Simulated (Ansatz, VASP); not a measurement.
Two plane-wave programs on LiF

```
Li F
1.0
     3.06811    0.00000    0.00000
    -1.53406    2.65706    0.00000
     0.00000    0.00000    4.81642
Li F
2 2
Cartesian
  0.0000 1.7714 1.8347
  1.5341 0.8857 4.2429
  0.0000 1.7714 4.7879
  1.5341 0.8857 2.3796
```

Change from the starting cell: epitaxial_xy strain -0.4%.

Alike in both runs: task single point; functional r2SCAN; k mesh 12 × 12 × 6; no spin polarisation.

```csv
,VASP,Ansatz
version,VASP 6.6.1,Ansatz 0.2.0
potentials or method,"VASP PAW PBE potentials, release 64 (Li_sv, F)","plane waves, PAW"
plane-wave cutoff (eV),520,500
occupations,"gaussian, width 0.01 eV",fixed
valence electrons in the cell,20,20
```

```csv
,VASP,Ansatz,Ansatz less VASP
gap on the k mesh at the Fermi level (eV),8.72,8.62,-0.094
rms of the force components (eV/Å),0.014,0.002,-0.0116
```

VASP's potentials were made for PBE, not for r2SCAN. Atom by atom the forces differ by 0.012 eV/Å (rms over components).

Noted on VASP's run: the cutoff is under 1.25 times that of the potentials, so the pressure is a little rough.
